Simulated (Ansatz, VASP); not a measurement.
## Two plane-wave programs on Mg4Se

```
Mg Se
1.0
     4.71861    0.00000    0.00000
     0.00000    4.71861    0.00000
     0.00000    0.00000    4.71861
Mg Se
4 1
Direct
  0.25000 0.25000 0.25000
  0.75000 0.75000 0.25000
  0.25000 0.75000 0.75000
  0.75000 0.25000 0.75000
  0.00000 0.00000 0.00000
```

Change from the starting cell: species swapped into the SnI4 type (P-43m, No. 215).

Alike in both runs: task relaxation of cell and atoms; functional PBE; k mesh 4 × 4 × 4; occupations gaussian, width 0.1 eV; no spin polarisation.

|  | VASP | Ansatz |
| --- | --- | --- |
| version | VASP 6.6.1 | Ansatz 0.2.0 |
| potentials or method | VASP PAW PBE potentials, release 64 (Mg, Se), cutoff 600 eV | scalar-relativistic, plane waves, PAW |
| valence electrons in the cell | 14 | 56 |

```csv
,VASP,Ansatz,Ansatz less VASP
"gap on the k mesh at the Fermi level, each at its own relaxed structure (eV)",none,none,-
relaxed volume (Å³/atom),26.66,26.73,+0.070
relaxed length of the cell vector where the two differ most in proportion (Å),5.108,5.113,+0.0045
```

A gap of «none» marks a metal or a gap that the smearing closes. VASP's potentials hold 14 valence electrons a cell and Ansatz's 56, so a difference there can come from the potentials and not from the codes.

Noted on VASP's run: the volume moved by over 15 % at a fixed basis, so the end points are rough.
